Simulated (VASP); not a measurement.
Input of a VASP 6.6.1 run:

POSCAR

```
K2Br
1.0
    0.0000000000      4.0941251360      4.0941251360
    4.0941251360      0.0000000000      4.0941251360
    4.0941251360      4.0941251360      0.0000000000
K Br
2 1
Direct
    0.2500000000      0.2500000000      0.2500000000
    0.7500000000      0.7500000000      0.7500000000
    0.0000000000      0.0000000000      0.0000000000
```

File INCAR.step1:

```
PREC = Accurate
ENCUT = 520
ISMEAR = 0
SIGMA = 0.1
LREAL = F
LASPH = T
NELM = 80
NBANDS = 20
GGA = PE
ALGO = Normal
EDIFF = 1E-4
LWAVE = T
LCHARG = F
```

The input INCAR.step2:

```
PREC = Accurate
ENCUT = 520
EDIFF = 1E-6
ISMEAR = 0
SIGMA = 0.1
LREAL = F
LASPH = T
NELM = 80
ALGO = Normal
ISIF = 2
LWAVE = F
LCHARG = F
METAGGA = R2SCAN
LMIXTAU = T
NBANDS = 20
ISTART = 1
```

KPOINTS

```
Automatic mesh
0
Gamma
  4 4 4
```

Potentials or basis: VASP PAW PBE potentials, release 64 (K_sv, Br).

Launch:

```bash
$ cat potpaw_PBE.64/K_sv/POTCAR potpaw_PBE.64/Br/POTCAR > POTCAR
$ cp INCAR.step1 INCAR
$ mpirun -np 1 vasp_std > vasp.out
$ cp INCAR.step2 INCAR
$ mpirun -np 1 vasp_std > vasp.out
```

Task: What does it give for the pressure?

Result: 0.0 GPa.

Caveat: the PAW data sets were made with another functional, which shifts forces and pressure a little; an odd number of electrons without spin polarisation forces a metal; a magnetic or distorted state may lie lower.
